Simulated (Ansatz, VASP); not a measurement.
# One calculation of Ta, two programs

```
Ta
1.0
    -1.62767    1.62767    1.62767
     1.62767   -1.62767    1.62767
     1.62767    1.62767   -1.62767
Ta
1
Direct
  0.00000 0.00000 0.00000
```

Alike in both runs: task single point; functional LDA; k mesh 8 × 8 × 8; occupations fermi-dirac, width 0.1 eV; no spin polarisation.

|  | VASP | Ansatz |
| --- | --- | --- |
| version | VASP 6.6.1 | Ansatz 0.2.0 |
| potentials or method | VASP PAW LDA potentials, release 64 (Ta_pv), cutoff 520 eV | plane waves (420 eV) with PAW, scalar-relativistic |
| valence electrons in the cell | 11 | 13 |

VASP gave:

| Property | Result |
| --- | --- |
| pressure (GPa) | -0.6 |

Q: Which values does Ansatz return?

A: Pressure (GPa): -1.6.

Ansatz warns that its potentials were made for another functional, while VASP's fit it. LDA's correlation is that of Perdew and Zunger in VASP and of Perdew and Wang (1992) in Ansatz. VASP's potentials hold 11 valence electrons a cell and Ansatz's 13, so a difference there can come from the potentials and not from the codes.

Spin-orbit coupling is off throughout.
